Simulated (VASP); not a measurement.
# In (R-3m) in VASP: notebook

The runs below take In through single point, with PBE.

Program: VASP 6.6.1. These are calculated values, not measurements. Logs are shortened: lines on timing, memory, paths and dates and some standing lists are left out, and cuts for length are marked.

## Step 1: The cell of the first run

It takes space group R-3m (No. 166, trigonal). The conventional cell has a = 3.306 Å, b = 3.306 Å, c = 17.710 Å, α = 90.00°, β = 90.00°, γ = 120.00°. In (site symmetry 3m) has 10 In at 3.09 to 3.40 Å within 4.1 Å.

## Step 2: Single point, PBE

Contents of INCAR:

```
SYSTEM = In
PREC     = Accurate       ! precision mode
ENCUT    = 520            ! plane-wave cutoff, eV
EDIFF    = 1E-6           ! SCF threshold, eV
ISMEAR   = 0              ! smearing method
SIGMA    = 0.1            ! smearing width, eV
LREAL    = .FALSE.        ! projectors in reciprocal space
LASPH    = .TRUE.         ! aspherical terms in the spheres
NELM     = 100            ! most SCF steps
ALGO     = Normal         ! electronic algorithm
ISIF     = 2              ! what is computed and relaxed
LWAVE    = .FALSE.        ! write WAVECAR
LCHARG   = .FALSE.        ! write CHGCAR
GGA      = PE             ! functional
NBANDS   = 20             ! bands
```

Contents of KPOINTS:

```
regular mesh
0
G
  21 21 21
  0 0 0
```

Contents of POSCAR:

```
In
1.0
    1.6527901304      0.9542388267      5.9034058832
   -1.6527901304      0.9542388267      5.9034058832
    0.0000000000     -1.9084776534      5.9034058832
In
2
Direct
    0.0872906882      0.0872906882      0.0872906882
    0.9127093118      0.9127093118      0.9127093118
```

Potentials or basis: VASP PAW PBE potentials, release 64 (In_d).

Run with:

```bash
cat potpaw_PBE.64/In_d/POTCAR > POTCAR
mpirun -np 1 vasp_std > vasp.out
```

OUTCAR:

```text
SYSTEM = In
   PREC = Accurate
   ENCUT = 520
   EDIFF = 1E-6
   ISMEAR = 0
   LREAL = .FALSE.
   LASPH = .TRUE.
   NELM = 100
   ISIF = 2
   GGA = PE

 ion  position               nearest neighbor table
   1  0.087  0.087  0.087-   2 3.09   2 3.40   2 3.40   2 3.40
   2  0.913  0.913  0.913-   1 3.09   1 3.40   1 3.40   1 3.40

  LATTYP: Found a trigonal (rhomboedric) cell.
 ALAT       =     6.2042314573
 COS(alpha) =     0.8580650221

  Lattice vectors:

 A1 = (   1.6527901304,   0.9542388267,   5.9034058832)
 A2 = (  -1.6527901304,   0.9542388267,   5.9034058832)
 A3 = (   0.0000000000,  -1.9084776534,   5.9034058832)

Analysis of symmetry for initial positions (statically):
=====================================================================
 Subroutine PRICEL returns:
 Original cell was already a primitive cell.

 Routine SETGRP: Setting up the symmetry group for a
 trigonal (rhombohedral) supercell.

 Subroutine GETGRP returns: Found 12 space group operations
 (whereof 12 operations were pure point group operations)
 out of a pool of 12 trial point group operations.

The static configuration has the point symmetry D_3d.

Analysis of symmetry for dynamics (positions and initial velocities):
=====================================================================
 Subroutine PRICEL returns:
 Original cell was already a primitive cell.

 Routine SETGRP: Setting up the symmetry group for a
 trigonal (rhombohedral) supercell.

 Subroutine GETGRP returns: Found 12 space group operations
 (whereof 12 operations were pure point group operations)
 out of a pool of 12 trial point group operations.

The dynamic configuration has the point symmetry D_3d.

 Subroutine INISYM returns: Found 12 space group operations
 (whereof 12 operations are pure point group operations),
 and found     1 'primitive' translations

----------------------------------------------------------------------------------------

                                     Primitive cell

  volume of cell :      55.8636

  direct lattice vectors                    reciprocal lattice vectors
     1.652790130  0.954238827  5.903405883     0.302518747  0.174659280  0.056464580
    -1.652790130  0.954238827  5.903405883    -0.302518747  0.174659280  0.056464580
     0.000000000 -1.908477653  5.903405883     0.000000000 -0.349318561  0.056464580

  length of vectors
     6.204231457  6.204231457  6.204231457     0.353852661  0.353852661  0.353852661

  position of ions in fractional coordinates (direct lattice)
     0.087290688  0.087290688  0.087290688
     0.912709312  0.912709312  0.912709312

  ion indices of the primitive-cell ions
   primitive index   ion index
                 1           1
                 2           2

----------------------------------------------------------------------------------------

 KPOINTS: regular mesh

Automatic generation of k-mesh.
 Grid dimensions read from file:
 generate k-points for:   21   21   21

 Generating k-lattice:

  Cartesian coordinates                     Fractional coordinates (reciprocal lattice)
     0.014405655  0.008317109  0.002688790     0.047619048  0.000000000  0.000000000
    -0.014405655  0.008317109  0.002688790     0.000000000  0.047619048  0.000000000
     0.000000000 -0.016634217  0.002688790     0.000000000  0.000000000  0.047619048

  Length of vectors
     0.016850127  0.016850127  0.016850127

  Shift w.r.t. Gamma in fractional coordinates (k-lattice)
     0.000000000  0.000000000  0.000000000

 Subroutine IBZKPT returns following result:
 ===========================================

 Found    891 irreducible k-points:

 Following reciprocal coordinates:
            Coordinates               Weight
  0.000000  0.000000  0.000000      1.000000
  0.047619  0.000000 -0.000000      6.000000
  0.095238 -0.000000  0.000000      6.000000
  0.142857 -0.000000  0.000000      6.000000
  0.190476 -0.000000  0.000000      6.000000
  0.238095  0.000000 -0.000000      6.000000
[... 16 lines left out ...]
 -0.428571  0.047619  0.000000     12.000000
 -0.380952  0.047619  0.000000     12.000000
 [... further k-points ...]
   k-points           NKPTS =    891   k-points in BZ     NKDIM =    891   number of bands    NBANDS=     20
   number of dos      NEDOS =    301   number of ions     NIONS =      2
   total plane-waves  NPLWV = 110592
   dimension x,y,z NGX =    48 NGY =   48 NGZ =   48
   dimension x,y,z NGXF=    96 NGYF=   96 NGZF=   96
   ions per type =               2
   NGX,Y,Z   is equivalent  to a cutoff of  12.86, 12.86, 12.86 a.u.
   NGXF,Y,Z  is equivalent  to a cutoff of  25.72, 25.72, 25.72 a.u.
 SYSTEM =  In
   PREC   = accura    normal or accurate (medium, high low for compatibility)
   ISTART =      0    job   : 0-new  1-cont  2-samecut
   ICHARG =      2    charge: 1-file 2-atom 10-const
   ISPIN  =      1    spin polarized calculation?
   LNONCOLLINEAR =      F non collinear calculations
   LSORBIT =      F    spin-orbit coupling
   LASPH  =      T    aspherical Exc in radial PAW
   ENCUT  =  520.0 eV  38.22 Ry    6.18 a.u.  11.54 11.54 11.54*2*pi/ulx,y,z
   NELM   =    100;   NELMIN=  2; NELMDL= -5     # of ELM steps
   EDIFF  = 0.1E-05   stopping-criterion for ELM
   LREAL  =      F    real-space projection
   EDIFFG = 0.1E-04   stopping-criterion for IOM
   NSW    =      0    number of steps for IOM
   IBRION =     -1    ionic relax: 0-MD 1-quasi-New 2-CG
   NFREE  =      0    steps in history (QN), initial steepest desc. (CG)
   ISIF   =      2    stress and relaxation
   ISYM   =      2    0-nonsym 1-usesym 2-fastsym
   POTIM  = 0.5000    time-step for ionic-motion
   TEBEG  =    0.0;   TEEND  =   0.0 temperature during run
   PSTRESS=    0.0 pullay stress
   NELECT =      26.0000    total number of electrons
   NUPDOWN=      -1.0000    fix difference up-down
   EMIN   =  10.00;   EMAX   =-10.00  energy-range for DOS
   EFERMI =   0.00;   METHOD = LEGACY
   ISMEAR =     0;   SIGMA  =   0.10  broadening in eV -4-tet -1-fermi 0-gaus
   EFERMI_NEDOS =   21; number of points for ismear=-14 and -15
   IALGO  =     38    algorithm
   IMIX   =      4    mixing-type and parameters
     AMIX     =   0.40;   BMIX     =  1.00
     AMIX_MAG =   1.60;   BMIX_MAG =  1.00
  volume/ion in A,a.u.               =      27.93       188.49
  Fermi-wavevector in a.u.,A,eV,Ry     =   1.268693  2.397481 21.899676  1.609581
  Thomas-Fermi vector in A             =   2.401774
   LORBIT       =      0    0 simple, 1 ext, 2 COOP (PROOUT), +10 PAW based schemes
   GGA     = PE    functional components
   LHFCALC =     F    Hartree Fock is set to
   AEXX    =    0.0000 exact exchange contribution
   IVDW    =     0    specifies the selected vdW correction
   LEPSILON=     F    determine dielectric tensor
   LRPA    =     F    only Hartree local field effects (RPA)
 non-spin polarized calculation
 Gauss-broadening in eV      SIGMA  =   0.10
  energy-cutoff  :      520.00
  volume of cell :       55.86
 maximum number of plane-waves:      1521
   NGX = 23   NGY = 23   NGZ = 23

 number of electron      26.0000000 magnetization

 Free energy of the ion-electron system (eV)
  ---------------------------------------------------
  ext. energy  EPLUGINS =         0.00000000
  ---------------------------------------------------
  free energy    TOTEN  =        -5.08862823 eV

  energy without entropy =       -5.08373049  energy(sigma->0) =       -5.08617936

 E-fermi :   6.7357     XC(G=0):  -9.9184

 val. band max:        6.7355814646   @ k =  -0.2381  -0.3333   0.0476
 cond. band min:       6.7383500600   @ k =  -0.4762   0.1905   0.1905
 fundamental gap:      0.0027685954
 Fermi energy:         6.7357468932

 k-point     1 :       0.0000    0.0000    0.0000
  band No.  band energies     occupation
      1      -8.0056      2.00000
      2      -7.8185      2.00000
      3      -7.8185      2.00000
      4      -7.8156      2.00000
      5      -7.8156      2.00000
      6      -7.7949      2.00000
[... 12 lines left out ...]
     19      18.2081      0.00000
     20      18.3400      0.00000

 k-point     2 :       0.0476    0.0000   -0.0000
  band No.  band energies     occupation
      1      -8.0021      2.00000
      2      -7.8218      2.00000
      3      -7.8178      2.00000
      4      -7.8124      2.00000
      5      -7.8087      2.00000
      6      -7.7876      2.00000
[... 12 lines left out ...]
     19      18.1889      0.00000
     20      18.3394      0.00000

 k-point     3 :       0.0952   -0.0000    0.0000
  band No.  band energies     occupation
      1      -7.9924      2.00000
      2      -7.8303      2.00000
      3      -7.8246      2.00000
      4      -7.7943      2.00000
      5      -7.7891      2.00000
      6      -7.7675      2.00000
[... 12 lines left out ...]
     19      17.5453      0.00000
     20      18.1730      0.00000

 k-point     4 :       0.1429   -0.0000    0.0000
  band No.  band energies     occupation
      1      -7.9784      2.00000
      2      -7.8444      2.00000
      3      -7.8336      2.00000
      4      -7.7654      2.00000
      5      -7.7590      2.00000
      6      -7.7447      2.00000
[... 12 lines left out ...]
     19      16.9978      0.00000
     20      17.7255      0.00000

 k-point     5 :       0.1905   -0.0000    0.0000
  band No.  band energies     occupation
      1      -7.9634      2.00000
      2      -7.8629      2.00000
      3      -7.8426      2.00000
      4      -7.7556      2.00000
      5      -7.7286      2.00000
      6      -7.7223      2.00000
[... 12 lines left out ...]
     19      16.5927      0.00000
     20      17.2543      0.00000
[... 353 lines left out ...]
      6      -7.6581      2.00000
[... 12 lines left out ...]
     19      15.6831      0.00000
     20      16.3946      0.00000

 k-point    22 :      -0.4762    0.0476    0.0000
  band No.  band energies     occupation
      1      -7.9692      2.00000
      2      -7.9464      2.00000
      3      -7.9364      2.00000
      4      -7.8360      2.00000
      5      -7.6904      2.00000
      6      -7.6573      2.00000
[... 12 lines left out ...]
     19      15.6647      0.00000
     20      16.3684      0.00000

 k-point    23 :      -0.4286    0.0476    0.0000
  band No.  band energies     occupation
      1      -7.9690      2.00000
      2      -7.9433      2.00000
      3      -7.9283      2.00000
      4      -7.8360      2.00000
      5      -7.6912      2.00000
      6      -7.6571      2.00000
[... 12 lines left out ...]
     19      15.6934      0.00000
     20      16.4182      0.00000

 k-point    24 :      -0.3810    0.0476    0.0000
  band No.  band energies     occupation
      1      -7.9643      2.00000
      2      -7.9354      2.00000
      3      -7.9093      2.00000
      4      -7.8377      2.00000
      5      -7.6906      2.00000
      6      -7.6572      2.00000
[... 12 lines left out ...]
     19      15.7727      0.00000
     20      16.5414      0.00000

 [... further k-points ...]
[... 5 lines left out ...]
  --------------------------------------------------------------------------------------
  -------------------------------------------------------------------------------------
  Total       -0.0163131     -0.0163131     -0.0163241      0.0000000      0.0000000      0.0000000
  in kB       -0.4678613     -0.4678613     -0.4681777      0.0000000      0.0000000      0.0000000
  external PRESSURE =      -0.4679667 kB  Pullay stress =       0.0000000 kB

 VOLUME and BASIS-vectors are now :
 -----------------------------------------------------------------------------
  energy-cutoff  :      520.00
  volume of cell :       55.86
      direct lattice vectors                 reciprocal lattice vectors
     1.652790130  0.954238827  5.903405883     0.302518747  0.174659280  0.056464580
    -1.652790130  0.954238827  5.903405883    -0.302518747  0.174659280  0.056464580
     0.000000000 -1.908477653  5.903405883     0.000000000 -0.349318561  0.056464580

 POSITION                                       TOTAL-FORCE (eV/Angst)
 -----------------------------------------------------------------------------------
      0.00000      0.00000      1.54594         0.000000      0.000000      0.000055
      0.00000      0.00000     16.16428         0.000000      0.000000     -0.000055
 -----------------------------------------------------------------------------------
    total drift:                               -0.000000     -0.000000     -0.000000

  FREE ENERGIE OF THE ION-ELECTRON SYSTEM (eV)
  ---------------------------------------------------
  free  energy   TOTEN  =        -5.0886282264 eV

  energy  without entropy=       -5.0837304916  energy(sigma->0) =       -5.08617936
```

Wall time 35 min (1 thread of Intel Xeon Platinum 8259CL at 2.50GHz (Skylake/Cascade Lake), shared host); peak memory 0.93 GiB.

Results:

- Free energy: -5.0886 eV
- Pressure: 0.0 GPa
- Band gap on the k mesh: zero (band 13 reaches 9.43 eV, above the bottom of band 14 at 5.23 eV)

Levels at points of the mesh, in eV from the Fermi level:
```tsv
k point	band 9	band 10	band 11	band 12	band 13	band 14	band 15	band 16	band 17	band 18
(0.00, 0.00, 0.00)	-14.35	-14.35	-9.12	-5.07	-3.32	8.27	9.67	9.67	10.01	10.01
```

Caveat: spin-orbit coupling is left out, which moves the levels of the heavy elements.

## Step 3: Single point, PBE

This run uses another cell than the first one, of 30.67 Å³/atom, 1.098 times its volume.

Contents of INCAR:

```
SYSTEM = In
  PREC = Accurate
  ENCUT = 520
  EDIFF = 1E-6
  ISMEAR = 0
  SIGMA = 0.1
  LREAL = .FALSE.
  LASPH = .TRUE.
  NELM = 100
  ALGO = Normal
  ISIF = 2
  LWAVE = .FALSE.
  LCHARG = .TRUE.
  GGA = PE
  LELF = .TRUE.
  LVHAR = .TRUE.
  NBANDS = 20
```

Contents of KPOINTS:

```
regular mesh
0
G
  6 6 6
  0 0 0
```

Contents of POSCAR:

```
In
1.0
    1.9481401968      1.1247592670      4.6649459336
   -1.9481401968      1.1247592670      4.6649459336
    0.0000000000     -2.2495185341      4.6649459336
In
2
Direct
    0.0577000000      0.0577000000      0.0577000000
    0.9423000000      0.9423000000      0.9423000000
```

Potentials or basis: VASP PAW PBE potentials, release 64 (In_d).

Run with:

```bash
cat potpaw_PBE.64/In_d/POTCAR > POTCAR
mpirun -np 1 vasp_std > vasp.out
```

It took 81 s on 1 thread of Intel Xeon Platinum 8259CL at 2.50GHz (Skylake/Cascade Lake), shared host; peak memory 0.23 GiB.

Results (log left out):

| Item | Value |
| --- | --- |
| Free energy | 13.8912 eV |
| Pressure | 70.6 GPa |
| Largest force | 52.574 eV/Å |
| Band gap on the k mesh | zero (band 13 reaches 8.84 eV, above the bottom of band 14 at 4.88 eV) |

Forces on the atoms (eV/Å):
```
In    0.000   0.000  52.574
In    0.000   0.000 -52.574
```

Stress tensor (GPa, compression positive):
```
 -3.46   0.00   0.00
  0.00  -3.46   0.00
  0.00   0.00 218.61
```

Levels at points of the mesh, in eV from the Fermi level:
```csv
k point,band 9,band 10,band 11,band 12,band 13,band 14,band 15,band 16,band 17,band 18
"(0.00, 0.00, 0.00)",-14.58,-14.58,-8.95,-0.86,-0.33,3.45,3.45,7.96,7.96,8.48
"(0.50, 0.00, 0.00)",-14.60,-14.57,-6.57,-3.47,-0.08,1.10,1.89,4.87,5.53,6.25
"(0.50, 0.50, 0.00)",-14.61,-14.53,-6.25,-3.29,-1.54,0.56,0.98,4.88,6.84,8.59
"(0.50, 0.50, 0.50)",-14.54,-14.54,-8.20,-5.07,2.96,2.96,6.39,8.42,8.42,8.54
```

Caveat: spin-orbit coupling is left out, which moves the levels of the heavy elements; forces of over 1 eV/Å act on the atoms, so gaps and moduli don't describe the material at rest.
